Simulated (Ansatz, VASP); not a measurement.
## Two plane-wave programs on TiO

Contents of POSCAR:

```
TiO
1.0
    3.0309987015      0.0000000000      0.0000000000
   -1.5154993507      2.6249218743      0.0000000000
    0.0000000000      0.0000000000      3.2377000000
Ti O
1 1
Direct
    0.6666666667      0.3333333333      0.0000000000
    0.0000000000      0.0000000000      0.5000000000
```

The input INCAR.step1:

```
PREC = Accurate ; ENCUT = 520
ISMEAR = 0 ; SIGMA = 0.01
LREAL = False ; LASPH = True
NELM = 100 ; NBANDS = 16
GGA = PE ; ALGO = Normal
EDIFF = 1E-4 ; LWAVE = True
LCHARG = False
```

INCAR.step2

```
PREC = Accurate ; ENCUT = 520
EDIFF = 1E-6 ; ISMEAR = 0
SIGMA = 0.01 ; LREAL = False
LASPH = True ; NELM = 100
ALGO = Normal ; ISIF = 2
LWAVE = False ; LCHARG = False
METAGGA = R2SCAN ; LMIXTAU = True
NBANDS = 16 ; ISTART = 1
```

KPOINTS

```
regular mesh
0
Gamma
  6 6 4
```

Input for Ansatz:

```yaml
crystal:
  lattice:
    - [3.0309987015, 0.0, 0.0]
    - [-1.5154993507, 2.6249218743, 0.0]
    - [0.0, 0.0, 3.2377]
  atoms:
    - { symbol: Ti, position: [0.6666666667, 0.3333333333, 0.0] }
    - { symbol: O, position: [0.0, 0.0, 0.5] }
basis:
  ecutwfc: 500
kpoints:
  mp_grid: { grid: [6, 6, 4] }
hamiltonian:
  xc: r2scan
scf:
  occupations: { method: gaussian, width: 0.01 }
output:
  forces: true
  stress: true
  eigenvalues: true
```

Alike in both runs: task single point; functional r2SCAN; k mesh 6 × 6 × 4; occupations gaussian, width 0.01 eV; no spin polarisation.

```csv
,VASP,Ansatz
version,VASP 6.6.1,Ansatz 0.2.0
potentials or method,"VASP PAW PBE potentials, release 64 (Ti_sv, O), cutoff 520 eV","scalar-relativistic, plane waves, PAW"
valence electrons in the cell,18,18
```

|  | VASP | Ansatz | Ansatz less VASP |
| --- | --- | --- | --- |
| gap on the k mesh at the Fermi level (eV) | 0.17 | 0.17 | +0.002 |
| least direct gap on the mesh (eV) | 0.17 | 0.17 | +0.002 |

VASP's potentials were made for PBE, not for r2SCAN. With one functional, cell and mesh, what is left measures potentials, basis and numerics.

The k mesh is coarse, so the values compare programs but aren't converged.
